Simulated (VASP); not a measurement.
# TaSi2 (C222) in VASP: single point with PBEsol

Aim: the single point of TaSi2 with PBEsol.

All numbers are computed with VASP 6.6.1; they aren't measurements. Logs are shortened: lines on timing, memory, paths and dates and some standing lists are left out, and cuts for length are marked.

**1. The cell of the first run**

It takes space group C222 (No. 21, orthorhombic). The conventional cell has a = 4.761 Å, b = 8.246 Å, c = 6.556 Å, α = 90.00°, β = 90.00°, γ = 90.00°. Ta (site symmetry 222) has 10 Si at 2.60 to 2.91 Å and 4 Ta at 3.24 Å within 3.4 Å. Ta (site symmetry 2) has 10 Si at 2.56 to 2.76 Å and 4 Ta at 3.22 to 3.24 Å within 3.4 Å. Si (site symmetry 2) has 7 Si at 2.43 to 3.14 Å and 5 Ta at 2.64 to 2.91 Å within 3.2 Å. Si (site symmetry 1) has 9 Si at 2.53 to 3.36 Å and 5 Ta at 2.56 to 2.76 Å within 3.4 Å.

**2. Single point, PBEsol (atoms displaced along a vibrational mode)**

Contents of INCAR:

```
SYSTEM = TaSi2
ALGO = Normal
EDIFF = 1E-7
ENCUT = 520
GGA = PS
ISIF = 2
ISMEAR = 0
LASPH = .TRUE.
LCHARG = .FALSE.
LREAL = .FALSE.
LWAVE = .FALSE.
NBANDS = 38
NELM = 80
PREC = Accurate
SIGMA = 0.15
```

Contents of KPOINTS:

```
k-points
0
G
  12 12 6
  0 0 0
```

Contents of POSCAR:

```
TaSi2
1.0
    4.7608595319      0.0000000000      0.0000000000
   -2.3804297659      4.1230252985      0.0000000000
    0.0000000000      0.0000000000      6.5557841497
Ta Si
3 6
Direct
    0.5000000000      0.0000000000      0.5000000000
    0.5000000000      0.5000000000      0.8350988014
    0.0000000000      0.5000000000      0.1649011986
    0.1471405255      0.2942810510      0.5000000000
    0.8336934689      0.1643555725      0.8366445065
    0.6693378965      0.8356444275      0.1633554935
    0.8528594745      0.7057189490      0.5000000000
    0.1663065311      0.8356444275      0.8366445065
    0.3306621035      0.1643555725      0.1633554935
```

Potentials or basis: VASP PAW PBE potentials, release 64 (Ta_pv, Si).

Launch:

```
$ cat potpaw_PBE.64/Ta_pv/POTCAR potpaw_PBE.64/Si/POTCAR > POTCAR
$ mpirun -np 1 vasp_std > vasp.out
```

OUTCAR:

```text
SYSTEM = TaSi2
   EDIFF = 1E-7
   ENCUT = 520
   GGA = PS
   ISIF = 2
   ISMEAR = 0
   LASPH = .TRUE.
   LREAL = .FALSE.
   NELM = 80
   PREC = Accurate

 ion  position               nearest neighbor table
   1  0.500  0.000  0.500-   5 2.60   8 2.60   6 2.60   9 2.60   4 2.67   7 2.67   4 2.67   7 2.67
                             4 2.91   7 2.91   2 3.24   2 3.24   3 3.24   3 3.24
   2  0.500  0.500  0.835-   6 2.56   9 2.56   7 2.64   4 2.64   5 2.74   8 2.74   8 2.75   5 2.75
                             8 2.76   5 2.76   3 3.22   3 3.22   1 3.24   1 3.24
   3  0.000  0.500  0.165-   5 2.56   8 2.56   7 2.64   4 2.64   9 2.74   6 2.74   9 2.75   6 2.75
                             6 2.76   9 2.76   2 3.22   2 3.22   1 3.24   1 3.24
   4  0.147  0.294  0.500-   7 2.43   9 2.56   5 2.56   3 2.64   2 2.64   1 2.67   1 2.67   1 2.91
                             7 2.92   7 2.92   6 3.14   8 3.14
   5  0.834  0.164  0.837-   6 2.53   3 2.56   4 2.56   1 2.60   8 2.73   2 2.74   2 2.75   8 2.75
                             2 2.76   8 2.77   7 3.14
   6  0.669  0.836  0.163-   5 2.53   2 2.56   7 2.56   1 2.60   9 2.73   3 2.74   3 2.75   9 2.75
                             3 2.76   9 2.77   4 3.14
   7  0.853  0.706  0.500-   4 2.43   6 2.56   8 2.56   3 2.64   2 2.64   1 2.67   1 2.67   1 2.91
                             4 2.92   4 2.92   9 3.14   5 3.14
   8  0.166  0.836  0.837-   9 2.53   3 2.56   7 2.56   1 2.60   5 2.73   2 2.74   2 2.75   5 2.75
                             2 2.76   5 2.77   4 3.14
   9  0.331  0.164  0.163-   8 2.53   2 2.56   4 2.56   1 2.60   6 2.73   3 2.74   3 2.75   6 2.75
                             3 2.76   6 2.77   7 3.14

  LATTYP: Found a hexagonal cell.
 ALAT       =     4.7608595319
 C/A-ratio  =     1.3770169243

  Lattice vectors:

 A1 = (   4.7608595319,   0.0000000000,   0.0000000000)
 A2 = (  -2.3804297659,   4.1230252985,   0.0000000000)
 A3 = (   0.0000000000,   0.0000000000,   6.5557841497)

Analysis of symmetry for initial positions (statically):
=====================================================================
 Subroutine PRICEL returns:
 Original cell was already a primitive cell.

 Routine SETGRP: Setting up the symmetry group for a
 hexagonal supercell.

 Subroutine GETGRP returns: Found  4 space group operations
 (whereof  4 operations were pure point group operations)
 out of a pool of 24 trial point group operations.

The static configuration has the point symmetry D_2 .

Analysis of symmetry for dynamics (positions and initial velocities):
=====================================================================
 Subroutine PRICEL returns:
 Original cell was already a primitive cell.

 Routine SETGRP: Setting up the symmetry group for a
 hexagonal supercell.

 Subroutine GETGRP returns: Found  4 space group operations
 (whereof  4 operations were pure point group operations)
 out of a pool of 24 trial point group operations.

The dynamic configuration has the point symmetry D_2 .

 Subroutine INISYM returns: Found  4 space group operations
 (whereof  4 operations are pure point group operations),
 and found     1 'primitive' translations

----------------------------------------------------------------------------------------

                                     Primitive cell

  volume of cell :     128.6844

  direct lattice vectors                    reciprocal lattice vectors
     4.760859532  0.000000000  0.000000000     0.210046105  0.121270175  0.000000000
    -2.380429766  4.123025298  0.000000000     0.000000000  0.242540350  0.000000000
     0.000000000  0.000000000  6.555784150     0.000000000  0.000000000  0.152537054

  length of vectors
     4.760859532  4.760859532  6.555784150     0.242540350  0.242540350  0.152537054

  position of ions in fractional coordinates (direct lattice)
     0.500000000  0.000000000  0.500000000
     0.500000000  0.500000000  0.835098801
     0.000000000  0.500000000  0.164901199
     0.147140525  0.294281051  0.500000000
     0.833693469  0.164355572  0.836644507
     0.669337896  0.835644428  0.163355493
     0.852859475  0.705718949  0.500000000
     0.166306531  0.835644428  0.836644507
     0.330662104  0.164355572  0.163355493

  ion indices of the primitive-cell ions
   primitive index   ion index
                 1           1
                 2           2
                 3           3
                 4           4
                 5           5
                 6           6
                 7           7
                 8           8
                 9           9

----------------------------------------------------------------------------------------

 KPOINTS: k-points

Automatic generation of k-mesh.
 Grid dimensions read from file:
 generate k-points for:   12   12    6

 Generating k-lattice:

  Cartesian coordinates                     Fractional coordinates (reciprocal lattice)
     0.017503842  0.010105848  0.000000000     0.083333333  0.000000000  0.000000000
     0.000000000  0.020211696  0.000000000     0.000000000  0.083333333  0.000000000
     0.000000000  0.000000000  0.025422842     0.000000000  0.000000000  0.166666667

  Length of vectors
     0.020211696  0.020211696  0.025422842

  Shift w.r.t. Gamma in fractional coordinates (k-lattice)
     0.000000000  0.000000000  0.000000000

 Subroutine IBZKPT returns following result:
 ===========================================

 Found    172 irreducible k-points:

 Following reciprocal coordinates:
            Coordinates               Weight
  0.000000  0.000000  0.000000      1.000000
  0.083333  0.000000  0.000000      4.000000
  0.000000  0.083333  0.000000      2.000000
  0.166667 -0.000000  0.000000      4.000000
  0.000000  0.166667  0.000000      2.000000
  0.250000  0.000000  0.000000      4.000000
[... 16 lines left out ...]
 -0.083333  0.416667  0.000000      4.000000
 -0.416667  0.333333  0.000000      4.000000
 [... further k-points ...]
   k-points           NKPTS =    172   k-points in BZ     NKDIM =    172   number of bands    NBANDS=     38
   number of dos      NEDOS =    301   number of ions     NIONS =      9
   total plane-waves  NPLWV =  64800
   dimension x,y,z NGX =    36 NGY =   36 NGZ =   50
   dimension x,y,z NGXF=    72 NGYF=   72 NGZF=  100
   ions per type =               3   6
   NGX,Y,Z   is equivalent  to a cutoff of  12.57, 12.57, 12.68 a.u.
   NGXF,Y,Z  is equivalent  to a cutoff of  25.14, 25.14, 25.36 a.u.
 SYSTEM =  TaSi2
   PREC   = accura    normal or accurate (medium, high low for compatibility)
   ISTART =      0    job   : 0-new  1-cont  2-samecut
   ICHARG =      2    charge: 1-file 2-atom 10-const
   ISPIN  =      1    spin polarized calculation?
   LNONCOLLINEAR =      F non collinear calculations
   LSORBIT =      F    spin-orbit coupling
   LASPH  =      T    aspherical Exc in radial PAW
   ENCUT  =  520.0 eV  38.22 Ry    6.18 a.u.   8.85  8.85 12.19*2*pi/ulx,y,z
   NELM   =     80;   NELMIN=  2; NELMDL= -5     # of ELM steps
   EDIFF  = 0.1E-06   stopping-criterion for ELM
   LREAL  =      F    real-space projection
   EDIFFG = 0.1E-05   stopping-criterion for IOM
   NSW    =      0    number of steps for IOM
   IBRION =     -1    ionic relax: 0-MD 1-quasi-New 2-CG
   NFREE  =      0    steps in history (QN), initial steepest desc. (CG)
   ISIF   =      2    stress and relaxation
   ISYM   =      2    0-nonsym 1-usesym 2-fastsym
   POTIM  = 0.5000    time-step for ionic-motion
   TEBEG  =    0.0;   TEEND  =   0.0 temperature during run
   PSTRESS=    0.0 pullay stress
   NELECT =      57.0000    total number of electrons
   NUPDOWN=      -1.0000    fix difference up-down
   EMIN   =  10.00;   EMAX   =-10.00  energy-range for DOS
   EFERMI =   0.00;   METHOD = LEGACY
   ISMEAR =     0;   SIGMA  =   0.15  broadening in eV -4-tet -1-fermi 0-gaus
   EFERMI_NEDOS =   21; number of points for ismear=-14 and -15
   IALGO  =     38    algorithm
   IMIX   =      4    mixing-type and parameters
     AMIX     =   0.40;   BMIX     =  1.00
     AMIX_MAG =   1.60;   BMIX_MAG =  1.00
  volume/ion in A,a.u.               =      14.30        96.49
  Fermi-wavevector in a.u.,A,eV,Ry     =   1.247933  2.358251 21.188838  1.557336
  Thomas-Fermi vector in A             =   2.382042
   LORBIT       =      0    0 simple, 1 ext, 2 COOP (PROOUT), +10 PAW based schemes
   GGA     = PS    functional components
   LHFCALC =     F    Hartree Fock is set to
   AEXX    =    0.0000 exact exchange contribution
   IVDW    =     0    specifies the selected vdW correction
   LEPSILON=     F    determine dielectric tensor
   LRPA    =     F    only Hartree local field effects (RPA)
 non-spin polarized calculation
 Gauss-broadening in eV      SIGMA  =   0.15
  energy-cutoff  :      520.00
  volume of cell :      128.68
 maximum number of plane-waves:      3501
   NGX = 17   NGY = 17   NGZ = 25

 number of electron      56.9999998 magnetization

 Free energy of the ion-electron system (eV)
  ---------------------------------------------------
  ext. energy  EPLUGINS =         0.00000000
  ---------------------------------------------------
  free energy    TOTEN  =       -77.19437969 eV

  energy without entropy =      -77.15424023  energy(sigma->0) =      -77.17430996

 E-fermi :   9.3968     XC(G=0): -12.2018

 val. band max:        9.3920033440   @ k =  -0.4167   0.3333   0.3333
 cond. band min:       9.3970343396   @ k =  -0.1667   0.5000   0.5000
 fundamental gap:      0.0050309956
 Fermi energy:         9.3968331874

 k-point     1 :       0.0000    0.0000    0.0000
  band No.  band energies     occupation
      1     -24.9363      2.00000
      2     -24.8967      2.00000
      3     -24.8707      2.00000
      4     -24.8695      2.00000
      5     -24.7983      2.00000
      6     -24.7216      2.00000
[... 30 lines left out ...]
     37      13.3785      0.00000
     38      13.4198      0.00000
[... 941 lines left out ...]
     37      13.3293      0.00000
     38      13.6134      0.00000

 [... further k-points ...]

------------------------ aborting loop because EDIFF is reached ----------------------------------------

  FORCE on cell =-STRESS in cart. coord.  units (eV):
  Direction    XX          YY          ZZ          XY          YZ          ZX
  --------------------------------------------------------------------------------------
  -------------------------------------------------------------------------------------
  Total        0.1014192      1.7987128      0.4478794      0.0000000      0.0000000      0.0000000
  in kB        1.2627133     22.3947596      5.5762935      0.0000000      0.0000000      0.0000000
  external PRESSURE =       9.7445888 kB  Pullay stress =       0.0000000 kB

 VOLUME and BASIS-vectors are now :
 -----------------------------------------------------------------------------
  energy-cutoff  :      520.00
  volume of cell :      128.68
      direct lattice vectors                 reciprocal lattice vectors
     4.760859532  0.000000000  0.000000000     0.210046105  0.121270175  0.000000000
    -2.380429766  4.123025298  0.000000000     0.000000000  0.242540350  0.000000000
     0.000000000  0.000000000  6.555784150     0.000000000  0.000000000  0.152537054

 POSITION                                       TOTAL-FORCE (eV/Angst)
 -----------------------------------------------------------------------------------
      2.38043      0.00000      3.27789         0.000000      0.000000      0.000000
      1.19021      2.06151      5.47473         0.000000      0.000000     -0.714352
     -1.19021      2.06151      1.08106         0.000000      0.000000      0.714352
      0.00000      1.21333      3.27789         0.000000      1.177822      0.000000
      3.57786      0.67764      5.48486         0.392114     -0.181282     -0.227689
      1.19743      3.44538      1.07092         0.392114      0.181282      0.227689
      2.38043      2.90970      3.27789        -0.000000     -1.177822      0.000000
     -1.19743      3.44538      5.48486        -0.392114      0.181282     -0.227689
      1.18300      0.67764      1.07092        -0.392114     -0.181282      0.227689
 -----------------------------------------------------------------------------------
    total drift:                                0.000000     -0.000000     -0.000000

  FREE ENERGIE OF THE ION-ELECTRON SYSTEM (eV)
  ---------------------------------------------------
  free  energy   TOTEN  =       -77.1943796867 eV

  energy  without entropy=      -77.1542402281  energy(sigma->0) =      -77.17430996
```

It took 12 min on 1 thread of Intel Xeon Platinum 8259CL at 2.50GHz (Skylake/Cascade Lake), shared host; peak memory 0.71 GiB.

What came out:

| Item | Value |
| --- | --- |
| Free energy | -77.1944 eV |
| Pressure | 1.0 GPa |
| Largest force | 1.178 eV/Å |
| Band gap on the k mesh | zero (an odd number of electrons rules out a gap without spin polarisation) |

Forces in eV/Å, atoms in the order of the input:
```
Ta   0.000  0.000  0.000
Ta   0.000  0.000 -0.714
Ta   0.000  0.000  0.714
Si   0.000  1.178  0.000
Si   0.392 -0.181 -0.228
Si   0.392  0.181  0.228
Si   0.000 -1.178  0.000
Si  -0.392  0.181 -0.228
Si  -0.392 -0.181  0.228
```

Levels at points of the mesh, in eV from the Fermi level:
| k point | band 27 | band 28 | band 29 | band 30 | band 31 | band 32 |
| --- | --- | --- | --- | --- | --- | --- |
| (0.00, 0.00, 0.00) | -2.23 | -2.14 | -1.41 | 0.69 | 2.93 | 3.02 |
| (0.50, 0.00, 0.00) | -0.73 | -0.31 | 0.04 | 0.86 | 1.18 | 1.65 |
| (0.00, 0.50, 0.00) | -0.72 | -0.04 | 0.06 | 0.83 | 1.32 | 1.57 |
| (0.00, 0.00, 0.50) | -1.81 | -1.58 | 1.08 | 1.12 | 2.55 | 2.80 |
| (0.50, 0.00, 0.50) | -1.96 | -0.74 | -0.20 | 1.60 | 2.01 | 2.44 |
| (0.00, 0.50, 0.50) | -1.58 | -0.62 | -0.31 | 1.45 | 1.89 | 2.65 |

Caveat: the cell differs from its parent crystal (atoms displaced along a vibrational mode); the PAW data sets were made with another functional, which shifts forces and pressure a little; spin-orbit coupling is left out, which moves the levels of the heavy elements; an odd number of electrons without spin polarisation forces a metal; a magnetic or distorted state may lie lower.
